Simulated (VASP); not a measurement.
A run of VASP 6.6.1 is set up as follows.

File INCAR:

```
PREC     = Accurate       # precision mode
ENCUT    = 520            # plane-wave cutoff, eV
EDIFF    = 1E-6           # SCF threshold, eV
ISMEAR   = 0              # smearing method
SIGMA    = 0.2            # smearing width, eV
LREAL    = False          # projectors in reciprocal space
LASPH    = True           # aspherical terms in the spheres
NELM     = 100            # most SCF steps
ALGO     = Normal         # electronic algorithm
ISIF     = 2              # what is computed and relaxed
LWAVE    = False          # write WAVECAR
LCHARG   = False          # write CHGCAR
GGA      = PE             # functional
NBANDS   = 47             # bands
```

Contents of KPOINTS:

```
regular mesh
0
Gamma
  3 3 2
```

POSCAR

```
CdSe4
1.0
    6.4559710663      0.0000000000     -0.2226848359
    0.0000000000      5.5745126815      0.0000000000
   -1.7252331695      0.0000000000      8.4988537908
Cd Se
2 8
Direct
    0.0000000000      0.5000000000      0.5000000000
    0.0000000000      0.0000000000      0.0000000000
    0.6627976360      0.4203459414      0.0860190598
    0.3372023640      0.5796540586      0.9139809402
    0.1953017784      0.2094795298      0.8045850462
    0.8046982216      0.7905204702      0.1954149538
    0.3372023640      0.9203459414      0.4139809402
    0.6627976360      0.0796540586      0.5860190598
    0.8046982216      0.7094795298      0.6954149538
    0.1953017784      0.2905204702      0.3045850462
```

Potentials or basis: VASP PAW PBE potentials, release 64 (Cd, Se).

Command:

```console
$ cat potpaw_PBE.64/Cd/POTCAR potpaw_PBE.64/Se/POTCAR > POTCAR
$ mpirun -np 1 vasp_std > vasp.out
```

(1) Estimate the band gap on the k mesh.

(2) What does it give for the pressure?

Results:

(1) 0.73 eV (least direct gap 0.75 eV).

(2) -0.1 GPa.

Caveat: semilocal functionals underestimate gaps, and a narrow one can read as zero.
